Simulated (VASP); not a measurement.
Set up this calculation in VASP 6.6.1, as the native input.

```
Task                   : single point
Functional             : PBEsol
Dispersion             : D3(BJ)
Potentials or basis    : VASP PAW PBE potentials, release 64 (Al)
Cutoff                 : 520 eV
k mesh                 : 18 × 18 × 6
Occupations            : gaussian, width 0.15 eV
Spin                   : no spin polarisation
Dipole correction      : no
Further INCAR settings : ALGO = Fast; EDIFF = 1e-07; NBANDS = 14
```

The structure of Al lies in POSCAR:

```
Al
1.0
    2.8661000000      0.0000000000      0.0000000000
   -1.4330500000      2.4821154098      0.0000000000
    0.0000000000      0.0000000000      9.8538000000
Al
4
Direct
    0.0000000000      0.0000000000      0.0000000000
    0.3333333333      0.6666666667      0.2500000000
    0.0000000000      0.0000000000      0.5000000000
    0.6666666667      0.3333333333      0.7500000000
```

One way to write it, as run:

INCAR

```
SYSTEM = Al
  PREC = Accurate
  ENCUT = 520
  EDIFF = 1E-7
  ISMEAR = 0
  SIGMA = 0.15
  LREAL = .False.
  LASPH = .True.
  NELM = 60
  ALGO = Fast
  ISIF = 2
  LWAVE = .False.
  LCHARG = .False.
  GGA = PS
  IVDW = 12
  NBANDS = 14
```

KPOINTS

```
regular mesh
0
Gamma
  18 18 6
  0 0 0
```

Potentials or basis: VASP PAW PBE potentials, release 64 (Al).

Run with:

```console
$ cat potpaw_PBE.64/Al/POTCAR > POTCAR
$ mpirun -np 1 vasp_std > vasp.out
```

Results of the run:

The pressure is -7.7 GPa and the band gap on the k mesh is zero (band 6 reaches 10.47 eV, above the bottom of band 7 at 5.96 eV). The dispersion energy per atom is -0.298 eV.

Caveat: the PAW data sets were made with another functional, which shifts forces and pressure a little; pairwise dispersion overbinds metals, which lowers pressure and volume.

Run time: 93 s on 1 thread of AMD EPYC 9R45 96-Core Processor (Zen 5), on a shared host, peak memory 0.24 GiB.
